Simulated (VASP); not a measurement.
Here is a VASP 6.6.1 calculation.

File INCAR:

```
SYSTEM = GdSi2
PREC = Accurate ; ENCUT = 520
EDIFF = 1E-7 ; ISMEAR = 0
SIGMA = 0.05 ; LREAL = .False.
LASPH = .True. ; NELM = 150
ALGO = Normal ; ISIF = 2
LWAVE = .False. ; LCHARG = .False.
ISPIN = 2 ; MAGMOM = 7.5 0 0
LORBIT = 11 ; LMAXMIX = 6
GGA = PS ; NBANDS = 24
```

File KPOINTS:

```
regular mesh
0
Gamma
  10 10 8
  0 0 0
```

File POSCAR:

```
GdSi2
1.0
    4.0967293034      0.0000000000      0.0000000000
   -2.0483646517      3.5478716491      0.0000000000
    0.0000000000      0.0000000000      4.0083133126
Gd Si
1 2
Direct
    0.0000000000      0.0000000000      0.0000000000
    0.3333333333      0.6666666667      0.5000000000
    0.6666666667      0.3333333333      0.5000000000
```

Potentials or basis: VASP PAW PBE potentials, release 64 (Gd, Si).

Run with:

```console
$ cat potpaw_PBE.64/Gd/POTCAR potpaw_PBE.64/Si/POTCAR > POTCAR
$ mpirun -np 1 vasp_std > vasp.out
```

Estimate the net moment.

6.61 μB per cell.

Estimate the site moments.

Gd +6.68; Si -0.05 μB.

Predict the pressure.

-3.1 GPa.

Caveat: the PAW data sets were made with another functional, which shifts forces and pressure a little. The state reached can hang on the start; a lower one may exist.
